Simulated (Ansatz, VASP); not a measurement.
## One calculation of Ru, two programs

```
Ru
1.0
     3.37932    0.00000    0.00000
    -1.68966    2.92657    0.00000
     0.00000    0.00000    5.57587
Ru
4
Direct
  0.33333 0.66667 0.43750
  0.66667 0.33333 0.93750
  0.66667 0.33333 0.56250
  0.33333 0.66667 0.06250
```

Alike in both runs: task single point; functional PBEsol; k mesh 6 × 6 × 4; occupations gaussian, width 0.1 eV; no spin polarisation.

```csv
,VASP,Ansatz
version,VASP 6.6.1,Ansatz 0.2.0
potentials or method,"VASP PAW PBE potentials, release 64 (Ru_sv), cutoff 560 eV","scalar-relativistic, plane waves, PAW"
valence electrons in the cell,64,64
```

|  | VASP | Ansatz | Ansatz less VASP |
| --- | --- | --- | --- |
| gap on the k mesh at the Fermi level (eV) | none | none | - |
| rms of the force components (eV/Å) | 0.060 | 0.058 | -0.0024 |

VASP's potentials were made for PBE, not for PBEsol. Atom by atom the forces differ by 0.002 eV/Å (rms over components). A gap of «none» marks a metal or a gap that the smearing closes. With one functional, cell and mesh, what is left measures potentials, basis and numerics.
